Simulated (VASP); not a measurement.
Input of a VASP 6.6.1 run:

Contents of INCAR:

```
ALGO = Normal
EDIFF = 1E-6
ENCUT = 520
GGA = PE
ISIF = 2
ISMEAR = 0
LASPH = True
LCHARG = True
LELF = True
LREAL = False
LVHAR = True
LWAVE = False
NBANDS = 46
NELM = 80
PREC = Accurate
SIGMA = 0.1
```

The input KPOINTS:

```
k-points
0
Gamma
  9 9 1
```

The input POSCAR:

```
Sc3Al11
1.0
    4.1053305961      0.0000000000      0.0000000000
    0.0000000000      4.1053305961      0.0000000000
    0.0000000000      0.0000000000     27.3159917883
Al Sc
11 3
Direct
    0.0000000000      0.5000000000      0.2745644404
    0.5000000000      0.0000000000      0.2745644404
    0.5000000000      0.5000000000      0.3497096269
    0.0000000000      0.5000000000      0.4248548135
    0.5000000000      0.0000000000      0.4248548135
    0.5000000000      0.5000000000      0.5000000000
    0.0000000000      0.5000000000      0.5751451865
    0.5000000000      0.0000000000      0.5751451865
    0.5000000000      0.5000000000      0.6502903731
    0.0000000000      0.5000000000      0.7254355596
    0.5000000000      0.0000000000      0.7254355596
    0.0000000000      0.0000000000      0.3497096269
    0.0000000000      0.0000000000      0.5000000000
    0.0000000000      0.0000000000      0.6502903731
```

Potentials or basis: VASP PAW PBE potentials, release 64 (Al, Sc_sv).

Launch:

```sh
$ cat potpaw_PBE.64/Al/POTCAR potpaw_PBE.64/Sc_sv/POTCAR > POTCAR
$ mpirun -np 1 vasp_std > vasp.out
```

(1) Estimate the largest force.

(2) Estimate the band gap on the k mesh.

Answers

(1) 0.288 eV/Å.

(2) zero (bands 33 and 34 overlap by 1.51 eV).

Caveat: there is no dipole correction, which matters where the two faces differ.
